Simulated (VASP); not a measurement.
# KBr (Fm-3m) in VASP: notebook

Aim: see how the results for KBr move with the level of theory and the settings. Levels: PBE, PBE+D4. Tasks: single point.

Everything below comes from runs of VASP 6.6.1. Logs are shortened: lines on timing, memory, paths and dates and some standing lists are left out, and cuts for length are marked.

## (1) The cell of the first run

It takes space group Fm-3m (No. 225, cubic). Conventional cell: a = 6.585 Å, b = 6.585 Å, c = 6.585 Å, α = 90.00°, β = 90.00°, γ = 90.00°. Within 4.3 Å of K (site symmetry m-3m) lie 6 Br at 3.29 Å. Br (site symmetry m-3m) has 6 K at 3.29 Å within 4.3 Å.

## (2) Single point, PBE

INCAR

```
  ALGO = Normal
  EDIFF = 1E-7
  ENCUT = 520
  GGA = PE
  ISIF = 2
  ISMEAR = -1
  LASPH = True
  LCHARG = False
  LREAL = False
  LWAVE = False
  NBANDS = 15
  NELM = 60
  PREC = Accurate
  SIGMA = 0.01
```

KPOINTS

```
k-points
0
Gamma
  7 7 7
```

POSCAR

```
KBr
1.0
    0.0000000000      3.2925000000      3.2925000000
    3.2925000000      0.0000000000      3.2925000000
    3.2925000000      3.2925000000      0.0000000000
K Br
1 1
Direct
    0.0000000000      0.0000000000      0.0000000000
    0.5000000000      0.5000000000      0.5000000000
```

Potentials or basis: VASP PAW PBE potentials, release 64 (K_sv, Br).

Started as:

```bash
$ cat potpaw_PBE.64/K_sv/POTCAR potpaw_PBE.64/Br/POTCAR > POTCAR
$ mpirun -np 1 vasp_std > vasp.out
```

OUTCAR:

```text
EDIFF = 1E-7
   ENCUT = 520
   GGA = PE
   ISIF = 2
   ISMEAR = -1
   LASPH = True
   LREAL = False
   NELM = 60
   PREC = Accurate

 ion  position               nearest neighbor table
   1  0.000  0.000  0.000-   2 3.29   2 3.29   2 3.29   2 3.29   2 3.29   2 3.29
   2  0.500  0.500  0.500-   1 3.29   1 3.29   1 3.29   1 3.29   1 3.29   1 3.29

  LATTYP: Found a face centered cubic cell.
 ALAT       =     6.5850000000

  Lattice vectors:

 A1 = (   0.0000000000,   3.2925000000,   3.2925000000)
 A2 = (   3.2925000000,   0.0000000000,   3.2925000000)
 A3 = (   3.2925000000,   3.2925000000,   0.0000000000)

Analysis of symmetry for initial positions (statically):
=====================================================================
 Subroutine PRICEL returns:
 Original cell was already a primitive cell.

 Routine SETGRP: Setting up the symmetry group for a
 face centered cubic supercell.

 Subroutine GETGRP returns: Found 48 space group operations
 (whereof 48 operations were pure point group operations)
 out of a pool of 48 trial point group operations.

The static configuration has the point symmetry O_h .

Analysis of symmetry for dynamics (positions and initial velocities):
=====================================================================
 Subroutine PRICEL returns:
 Original cell was already a primitive cell.

 Routine SETGRP: Setting up the symmetry group for a
 face centered cubic supercell.

 Subroutine GETGRP returns: Found 48 space group operations
 (whereof 48 operations were pure point group operations)
 out of a pool of 48 trial point group operations.

The dynamic configuration has the point symmetry O_h .

 Subroutine INISYM returns: Found 48 space group operations
 (whereof 48 operations are pure point group operations),
 and found     1 'primitive' translations

----------------------------------------------------------------------------------------

                                     Primitive cell

  volume of cell :      71.3851

  direct lattice vectors                    reciprocal lattice vectors
     0.000000000  3.292500000  3.292500000    -0.151860289  0.151860289  0.151860289
     3.292500000  0.000000000  3.292500000     0.151860289 -0.151860289  0.151860289
[... 85 lines left out ...]
   NFREE  =      0    steps in history (QN), initial steepest desc. (CG)
   ISIF   =      2    stress and relaxation
   ISYM   =      2    0-nonsym 1-usesym 2-fastsym
   POTIM  = 0.5000    time-step for ionic-motion
   TEBEG  =    0.0;   TEEND  =   0.0 temperature during run
   PSTRESS=    0.0 pullay stress
   NELECT =      16.0000    total number of electrons
   NUPDOWN=      -1.0000    fix difference up-down
   EMIN   =  10.00;   EMAX   =-10.00  energy-range for DOS
   EFERMI =   0.00;   METHOD = LEGACY
   ISMEAR =    -1;   SIGMA  =   0.01  broadening in eV -4-tet -1-fermi 0-gaus
   EFERMI_NEDOS =   21; number of points for ismear=-14 and -15
   IALGO  =     38    algorithm
   IMIX   =      4    mixing-type and parameters
     AMIX     =   0.40;   BMIX     =  1.00
     AMIX_MAG =   1.60;   BMIX_MAG =  1.00
  volume/ion in A,a.u.               =      35.69       240.87
  Fermi-wavevector in a.u.,A,eV,Ry     =   0.994441  1.879221 13.454978  0.988913
  Thomas-Fermi vector in A             =   2.126392
   LORBIT       =      0    0 simple, 1 ext, 2 COOP (PROOUT), +10 PAW based schemes
   GGA     = PE    functional components
   LHFCALC =     F    Hartree Fock is set to
   AEXX    =    0.0000 exact exchange contribution
   IVDW    =     0    specifies the selected vdW correction
   LEPSILON=     F    determine dielectric tensor
   LRPA    =     F    only Hartree local field effects (RPA)
 non-spin polarized calculation
  energy-cutoff  :      520.00
  volume of cell :       71.39
 maximum number of plane-waves:      1940
   NGX = 17   NGY = 17   NGZ = 17

 number of electron      15.9999998 magnetization

 Free energy of the ion-electron system (eV)
  ---------------------------------------------------
  ext. energy  EPLUGINS =         0.00000000
  ---------------------------------------------------
  free energy    TOTEN  =        -6.21255212 eV

  energy without entropy =       -6.21255212  energy(sigma->0) =       -6.21255212

 E-fermi :  -1.4812     XC(G=0):  -7.3979

 val. band max:       -1.7133676810   @ k =   0.0000   0.0000   0.0000
 cond. band min:       2.7389375005   @ k =   0.0000   0.0000   0.0000
 fundamental gap:      4.4523051814
 Fermi energy:        -1.4812419573

 k-point     1 :       0.0000    0.0000    0.0000
  band No.  band energies     occupation
      1     -29.4799      2.00000
      2     -14.0140      2.00000
      3     -12.9578      2.00000
      4     -12.9578      2.00000
      5     -12.9578      2.00000
      6      -1.7134      2.00000
      7      -1.7134      2.00000
      8      -1.7134      2.00000
      9       2.7389      0.00000
     10       5.8921      0.00000
     11       5.8921      0.00000
     12       5.8921      0.00000
     13       6.7197      0.00000
     14       6.7197      0.00000
[... 329 lines left out ...]
      2     -14.0275      2.00000
      3     -13.0264      2.00000
      4     -13.0020      2.00000
      5     -12.8552      2.00000
      6      -2.3950      2.00000
      7      -2.3449      2.00000
      8      -2.1366      2.00000
      9       5.3453      0.00000
     10       6.0838      0.00000
     11       6.6466      0.00000
     12       7.3624      0.00000
     13       8.7835      0.00000
     14       8.7939      0.00000
     15       9.6022      0.00000

------------------------ aborting loop because EDIFF is reached ----------------------------------------

  FORCE on cell =-STRESS in cart. coord.  units (eV):
  Direction    XX          YY          ZZ          XY          YZ          ZX
  --------------------------------------------------------------------------------------
  -------------------------------------------------------------------------------------
  Total        0.3885989      0.3885989      0.3885989     -0.0000000      0.0000000      0.0000000
  in kB        8.7217744      8.7217744      8.7217744     -0.0000000      0.0000000      0.0000000
  external PRESSURE =       8.7217744 kB  Pullay stress =       0.0000000 kB

 VOLUME and BASIS-vectors are now :
 -----------------------------------------------------------------------------
  energy-cutoff  :      520.00
  volume of cell :       71.39
      direct lattice vectors                 reciprocal lattice vectors
     0.000000000  3.292500000  3.292500000    -0.151860289  0.151860289  0.151860289
     3.292500000  0.000000000  3.292500000     0.151860289 -0.151860289  0.151860289
     3.292500000  3.292500000  0.000000000     0.151860289  0.151860289 -0.151860289

 POSITION                                       TOTAL-FORCE (eV/Angst)
 -----------------------------------------------------------------------------------
      0.00000      0.00000      0.00000         0.000000     -0.000000     -0.000000
      3.29250      3.29250      3.29250        -0.000000      0.000000      0.000000
 -----------------------------------------------------------------------------------
    total drift:                                0.000000      0.000000      0.000000

  FREE ENERGIE OF THE ION-ELECTRON SYSTEM (eV)
  ---------------------------------------------------
  free  energy   TOTEN  =        -6.2125521199 eV

  energy  without entropy=       -6.2125521199  energy(sigma->0) =       -6.21255212
```

stdout:

```text
POSCAR found type information on POSCAR K Br
 POSCAR found :  2 types and       2 ions
 scaLAPACK will be used
 LDA part: xc-table for (Slater+PW92), standard interpolation
 POSCAR, INCAR and KPOINTS ok, starting setup
 FFT: planning ... GRIDC
 FFT: planning ... GRID_SOFT
 FFT: planning ... GRID
 WAVECAR not read
 entering main loop
```

Wall time 12 s (1 thread of Intel Xeon Platinum 8559C (Emerald Rapids), shared host); peak memory 0.21 GiB.

Results:

| Quantity | Value |
| --- | --- |
| Free energy | -6.2126 eV |
| Pressure | 0.9 GPa |
| Band gap on the k mesh | 4.45 eV, direct |

## (3) Single point, PBE+D4

INCAR

```
PREC = Accurate ; ENCUT = 520
EDIFF = 1E-6 ; ISMEAR = -4
SIGMA = 0.1 ; LREAL = False
LASPH = True ; NELM = 80
ALGO = Normal ; ISIF = 2
LWAVE = False ; LCHARG = False
GGA = PE ; IVDW = 13
NBANDS = 15
```

KPOINTS

```
regular mesh
0
Gamma
  7 7 7
```

POSCAR is that of step 2.

Potentials or basis: VASP PAW PBE potentials, release 64 (K_sv, Br).

Started as:

```bash
$ cat potpaw_PBE.64/K_sv/POTCAR potpaw_PBE.64/Br/POTCAR > POTCAR
$ mpirun -np 1 vasp_std > vasp.out
```

OUTCAR:

```text
PREC = Accurate
   ENCUT = 520
   EDIFF = 1E-6
   ISMEAR = -4
   LREAL = False
   LASPH = True
   NELM = 80
   ISIF = 2
   GGA = PE
   IVDW = 13

 ion  position               nearest neighbor table
   1  0.000  0.000  0.000-   2 3.29   2 3.29   2 3.29   2 3.29   2 3.29   2 3.29
   2  0.500  0.500  0.500-   1 3.29   1 3.29   1 3.29   1 3.29   1 3.29   1 3.29

  LATTYP: Found a face centered cubic cell.
 ALAT       =     6.5850000000

  Lattice vectors:

 A1 = (   0.0000000000,   3.2925000000,   3.2925000000)
 A2 = (   3.2925000000,   0.0000000000,   3.2925000000)
 A3 = (   3.2925000000,   3.2925000000,   0.0000000000)

Analysis of symmetry for initial positions (statically):
=====================================================================
 Subroutine PRICEL returns:
 Original cell was already a primitive cell.

 Routine SETGRP: Setting up the symmetry group for a
 face centered cubic supercell.

 Subroutine GETGRP returns: Found 48 space group operations
 (whereof 48 operations were pure point group operations)
 out of a pool of 48 trial point group operations.

The static configuration has the point symmetry O_h .

Analysis of symmetry for dynamics (positions and initial velocities):
=====================================================================
 Subroutine PRICEL returns:
 Original cell was already a primitive cell.

 Routine SETGRP: Setting up the symmetry group for a
 face centered cubic supercell.

 Subroutine GETGRP returns: Found 48 space group operations
 (whereof 48 operations were pure point group operations)
 out of a pool of 48 trial point group operations.

The dynamic configuration has the point symmetry O_h .

 Subroutine INISYM returns: Found 48 space group operations
 (whereof 48 operations are pure point group operations),
 and found     1 'primitive' translations

----------------------------------------------------------------------------------------

                                     Primitive cell

  volume of cell :      71.3851

  direct lattice vectors                    reciprocal lattice vectors
     0.000000000  3.292500000  3.292500000    -0.151860289  0.151860289  0.151860289
     3.292500000  0.000000000  3.292500000     0.151860289 -0.151860289  0.151860289
     3.292500000  3.292500000  0.000000000     0.151860289  0.151860289 -0.151860289

  length of vectors
     4.656298154  4.656298154  4.656298154     0.263029735  0.263029735  0.263029735

  position of ions in fractional coordinates (direct lattice)
     0.000000000  0.000000000  0.000000000
     0.500000000  0.500000000  0.500000000

  ion indices of the primitive-cell ions
   primitive index   ion index
                 1           1
                 2           2

----------------------------------------------------------------------------------------

 KPOINTS: regular mesh

Automatic generation of k-mesh.
 Grid dimensions read from file:
 generate k-points for:    7    7    7

 Generating k-lattice:

  Cartesian coordinates                     Fractional coordinates (reciprocal lattice)
    -0.021694327  0.021694327  0.021694327     0.142857143  0.000000000  0.000000000
     0.021694327 -0.021694327  0.021694327     0.000000000  0.142857143  0.000000000
     0.021694327  0.021694327 -0.021694327     0.000000000  0.000000000  0.142857143
[... 37 lines left out ...]
   number of dos      NEDOS =    301   number of ions     NIONS =      2
   total plane-waves  NPLWV =  46656
   dimension x,y,z NGX =    36 NGY =   36 NGZ =   36
   dimension x,y,z NGXF=    72 NGYF=   72 NGZF=   72
   ions per type =               1   1
   NGX,Y,Z   is equivalent  to a cutoff of  12.85, 12.85, 12.85 a.u.
   NGXF,Y,Z  is equivalent  to a cutoff of  25.71, 25.71, 25.71 a.u.
 SYSTEM =  unknown system
   PREC   = accura    normal or accurate (medium, high low for compatibility)
   ISTART =      0    job   : 0-new  1-cont  2-samecut
   ICHARG =      2    charge: 1-file 2-atom 10-const
   ISPIN  =      1    spin polarized calculation?
   LNONCOLLINEAR =      F non collinear calculations
   LSORBIT =      F    spin-orbit coupling
   LASPH  =      T    aspherical Exc in radial PAW
   ENCUT  =  520.0 eV  38.22 Ry    6.18 a.u.   8.66  8.66  8.66*2*pi/ulx,y,z
   NELM   =     80;   NELMIN=  2; NELMDL= -5     # of ELM steps
   EDIFF  = 0.1E-05   stopping-criterion for ELM
   LREAL  =      F    real-space projection
   EDIFFG = 0.1E-04   stopping-criterion for IOM
   NSW    =      0    number of steps for IOM
   IBRION =     -1    ionic relax: 0-MD 1-quasi-New 2-CG
   NFREE  =      0    steps in history (QN), initial steepest desc. (CG)
   ISIF   =      2    stress and relaxation
   ISYM   =      2    0-nonsym 1-usesym 2-fastsym
   POTIM  = 0.5000    time-step for ionic-motion
   TEBEG  =    0.0;   TEEND  =   0.0 temperature during run
   PSTRESS=    0.0 pullay stress
   NELECT =      16.0000    total number of electrons
   NUPDOWN=      -1.0000    fix difference up-down
   EMIN   =  10.00;   EMAX   =-10.00  energy-range for DOS
   EFERMI =   0.00;   METHOD = LEGACY
   ISMEAR =    -4;   SIGMA  =   0.10  broadening in eV -4-tet -1-fermi 0-gaus
   EFERMI_NEDOS =   21; number of points for ismear=-14 and -15
   IALGO  =     38    algorithm
   IMIX   =      4    mixing-type and parameters
     AMIX     =   0.40;   BMIX     =  1.00
     AMIX_MAG =   1.60;   BMIX_MAG =  1.00
  volume/ion in A,a.u.               =      35.69       240.87
  Fermi-wavevector in a.u.,A,eV,Ry     =   0.994441  1.879221 13.454978  0.988913
  Thomas-Fermi vector in A             =   2.126392
   LORBIT       =      0    0 simple, 1 ext, 2 COOP (PROOUT), +10 PAW based schemes
   GGA     = PE    functional components
   LHFCALC =     F    Hartree Fock is set to
   AEXX    =    0.0000 exact exchange contribution
   IVDW    =    13    specifies the selected vdW correction
   LEPSILON=     F    determine dielectric tensor
   LRPA    =     F    only Hartree local field effects (RPA)
 non-spin polarized calculation
 Fermi weights with tetrahedron method witout Bloechl corrections
  energy-cutoff  :      520.00
  volume of cell :       71.39
 maximum number of plane-waves:      1940
   NGX = 17   NGY = 17   NGZ = 17

 number of electron      15.9999998 magnetization

 Free energy of the ion-electron system (eV)
  ---------------------------------------------------
  ext. energy  EPLUGINS =         0.00000000
  ---------------------------------------------------
  free energy    TOTEN  =        -6.21255200 eV

  energy without entropy =       -6.21255200  energy(sigma->0) =       -6.21255200

 E-fermi :  -1.6106     XC(G=0):  -7.3979

 val. band max:       -1.7134087808   @ k =   0.0000   0.0000   0.0000
 cond. band min:       2.7389382314   @ k =   0.0000   0.0000   0.0000
 fundamental gap:      4.4523470122
 Fermi energy:        -1.6106165452

 k-point     1 :       0.0000    0.0000    0.0000
  band No.  band energies     occupation
      1     -29.4800      2.00000
      2     -14.0140      2.00000
      3     -12.9579      2.00000
      4     -12.9579      2.00000
      5     -12.9579      2.00000
      6      -1.7134      2.00000
      7      -1.7134      2.00000
      8      -1.7134      2.00000
      9       2.7389      0.00000
     10       5.8921      0.00000
     11       5.8921      0.00000
     12       5.8921      0.00000
     13       6.7196      0.00000
     14       6.7196      0.00000
[... 329 lines left out ...]
      2     -14.0275      2.00000
      3     -13.0265      2.00000
      4     -13.0021      2.00000
      5     -12.8552      2.00000
      6      -2.3951      2.00000
      7      -2.3449      2.00000
      8      -2.1367      2.00000
      9       5.3453      0.00000
     10       6.0838      0.00000
     11       6.6466      0.00000
     12       7.3624      0.00000
     13       8.7835      0.00000
     14       8.7939      0.00000
     15       9.6022      0.00000

------------------------ aborting loop because EDIFF is reached ----------------------------------------

  DFT-D4 for vdW energy calculation

  Edisp (eV):   -0.24555

  FORCE on cell =-STRESS in cart. coord.  units (eV):
  Direction    XX          YY          ZZ          XY          YZ          ZX
  --------------------------------------------------------------------------------------
  -------------------------------------------------------------------------------------
  Total       0.10427     0.10427     0.10427    -0.00000    -0.00000     0.00000
  in kB       2.34017     2.34017     2.34017    -0.00000    -0.00000     0.00000
  external pressure =        2.34 kB  Pullay stress =        0.00 kB

 VOLUME and BASIS-vectors are now :
 -----------------------------------------------------------------------------
  energy-cutoff  :      520.00
  volume of cell :       71.39
      direct lattice vectors                 reciprocal lattice vectors
     0.000000000  3.292500000  3.292500000    -0.151860289  0.151860289  0.151860289
     3.292500000  0.000000000  3.292500000     0.151860289 -0.151860289  0.151860289
     3.292500000  3.292500000  0.000000000     0.151860289  0.151860289 -0.151860289

 POSITION                                       TOTAL-FORCE (eV/Angst)
 -----------------------------------------------------------------------------------
      0.00000      0.00000      0.00000        -0.000000     -0.000000      0.000000
      3.29250      3.29250      3.29250         0.000000      0.000000     -0.000000
 -----------------------------------------------------------------------------------
    total drift:                                0.000000      0.000000      0.000000

  FREE ENERGIE OF THE ION-ELECTRON SYSTEM (eV)
  ---------------------------------------------------
  free  energy   TOTEN  =        -6.4581016769 eV

  energy  without entropy=       -6.4581016769  energy(sigma->0) =       -6.45810168
```

OSZICAR:

```text
N       E                     dE             d eps       ncg     rms          rms(c)
DAV:   1     0.102215888933E+03    0.10222E+03   -0.68533E+03   600   0.935E+02
DAV:   2    -0.265242218392E+00   -0.10248E+03   -0.96425E+02   792   0.233E+02
DAV:   3    -0.614803070795E+01   -0.58828E+01   -0.58609E+01   805   0.491E+01
DAV:   4    -0.638246985510E+01   -0.23444E+00   -0.23437E+00   961   0.788E+00
DAV:   5    -0.638376346139E+01   -0.12936E-02   -0.12936E-02   832   0.679E-01    0.315E+00
DAV:   6    -0.621354398780E+01    0.17022E+00   -0.21470E-01   754   0.223E+00    0.230E+00
DAV:   7    -0.620264452437E+01    0.10899E-01   -0.10651E-01   803   0.176E+00    0.104E+00
DAV:   8    -0.621147514378E+01   -0.88306E-02   -0.11568E-02   673   0.793E-01    0.117E-01
DAV:   9    -0.621225237491E+01   -0.77723E-03   -0.78491E-04   810   0.172E-01    0.763E-02
DAV:  10    -0.621253350982E+01   -0.28113E-03   -0.28108E-04   642   0.967E-02    0.118E-02
DAV:  11    -0.621255030898E+01   -0.16799E-04   -0.26834E-05   808   0.294E-02    0.609E-03
DAV:  12    -0.621255189337E+01   -0.15844E-05   -0.41482E-06   620   0.134E-02    0.170E-03
DAV:  13    -0.621255200115E+01   -0.10778E-06   -0.10430E-07   678   0.182E-03
   1 F= -.64581017E+01 E0= -.64581017E+01  d E =0.000000E+00
```

It took 11 s on 1 thread of Intel Xeon Platinum 8559C (Emerald Rapids), shared host; peak memory 0.21 GiB.

Results:

* Free energy: -6.4581 eV
* Pressure: 0.2 GPa
* Band gap on the k mesh: 4.45 eV, direct
* Dispersion energy per atom: -0.123 eV
